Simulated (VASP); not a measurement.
Wanted: the native input for a VASP 6.6.1 run.

```
Task                   : relaxation of cell and atoms
Functional             : PBE
Potentials or basis    : VASP PAW PBE potentials, release 64 (Pt, Se)
Cutoff                 : 600 eV
k mesh                 : 8 × 8 × 7
Occupations            : fermi-dirac, width 0.05 eV
Spin                   : no spin polarisation
Dipole correction      : no
Further INCAR settings : ALGO = Normal; EDIFF = 1e-06; IBRION = 2; EDIFFG = -0.01; NSW = 60; ISIF = 3
```

The structure of PtSe lies in POSCAR:

```
PtSe
1.0
    3.7018703300      0.0000000000      0.0000000000
   -1.8509351600      3.2059137500      0.0000000000
    0.0000000000      0.0000000000      3.6128420300
Pt Se
1 1
Direct
    0.0000000000      0.0000000000      0.0000000000
    0.6666666667      0.3333333333      0.5000000000
```

One way to write it, as run:

INCAR

```
SYSTEM = PtSe
PREC = Accurate ; ENCUT = 600
EDIFF = 1E-6 ; ISMEAR = -1
SIGMA = 0.05 ; LREAL = .FALSE.
LASPH = .TRUE. ; NELM = 60
ALGO = Normal ; ISIF = 3
LWAVE = .FALSE. ; LCHARG = .FALSE.
GGA = PE ; IBRION = 2
NSW = 60 ; EDIFFG = -0.01
```

KPOINTS

```
regular mesh
0
G
  8 8 7
  0 0 0
```

Potentials or basis: VASP PAW PBE potentials, release 64 (Pt, Se).

Launch:

```bash
$ cat potpaw_PBE.64/Pt/POTCAR potpaw_PBE.64/Se/POTCAR > POTCAR
$ mpirun -np 1 vasp_std > vasp.out
```

It gave:

- Relaxed volume: 19.26 Å³/atom
- Relaxed cell: a = 3.742 Å, b = 3.742 Å, c = 3.177 Å, α = 90.00°, β = 90.00°, γ = 120.00°
- Space group after relaxing (to 0.05 Å): P-6m2 (No. 187)
- Energy gained by relaxing: 117.4 meV/atom
- Ionic steps: 11
- Pressure after relaxing: 0.0 GPa
- Band gap on the k mesh: zero (band 8 reaches 8.08 eV, above the bottom of band 9 at 7.23 eV)

Caveat: spin-orbit coupling is left out, which moves the levels of the heavy elements.

Run time: 110 s on 1 thread of Intel(R) Xeon(R) Platinum 8488C (Sapphire Rapids), with other jobs on the host, peak memory 0.19 GiB.
